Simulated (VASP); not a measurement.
Write the native input for VASP 6.6.1 that does the following.

| Quantity | Value |
| --- | --- |
| Task | relaxation of shape and atoms at fixed volume |
| Functional | LDA |
| Potentials or basis | VASP PAW LDA potentials, release 64 (Ru_pv) |
| Cutoff | 600 eV |
| k mesh | 18 × 18 × 10 |
| Occupations | fermi-dirac, width 0.15 eV |
| Spin | no spin polarisation |
| Dipole correction | no |
| Further INCAR settings | ALGO = Fast; EDIFF = 1e-06; IBRION = 2; EDIFFG = -0.001; NSW = 80; ISIF = 4 |

The structure of Ru lies in POSCAR:

```
Ru
1.0
    2.6935500149      0.0000000000      0.0000000000
   -1.3467750074      2.3326827393      0.0000000000
    0.0000000000      0.0000000000      4.2543739769
Ru
2
Direct
    0.3333333333      0.6666666667      0.2500000000
    0.6666666667      0.3333333333      0.7500000000
```

The input as run:

INCAR

```
PREC     = Accurate       # precision mode
ENCUT    = 600            # plane-wave cutoff, eV
EDIFF    = 1E-6           # SCF threshold, eV
ISMEAR   = -1             # smearing method
SIGMA    = 0.15           # smearing width, eV
LREAL    = F              # projectors in reciprocal space
LASPH    = T              # aspherical terms in the spheres
NELM     = 60             # most SCF steps
ALGO     = Fast           # electronic algorithm
ISIF     = 4              # what is computed and relaxed
LWAVE    = F              # write WAVECAR
LCHARG   = F              # write CHGCAR
IBRION   = 2              # ionic algorithm
NSW      = 80             # ionic steps
EDIFFG   = -0.001         # ionic threshold
```

KPOINTS

```
Automatic mesh
0
Gamma
  18 18 10
```

Potentials or basis: VASP PAW LDA potentials, release 64 (Ru_pv).

The run is started by

```sh
$ cat potpaw_LDA.64/Ru_pv/POTCAR > POTCAR
$ mpirun -np 1 vasp_std > vasp.out
```

It gave:

The energy gained by relaxing is 0.0 meV/atom and the ionic steps are 14. The pressure after relaxing is -6.0 GPa and the band gap on the k mesh is zero (bands 14 and 15 overlap by 3.22 eV).

It took 2.4 min on 1 thread of Intel(R) Xeon(R) 6975P-C (Granite Rapids), on a shared host, peak memory 0.23 GiB.
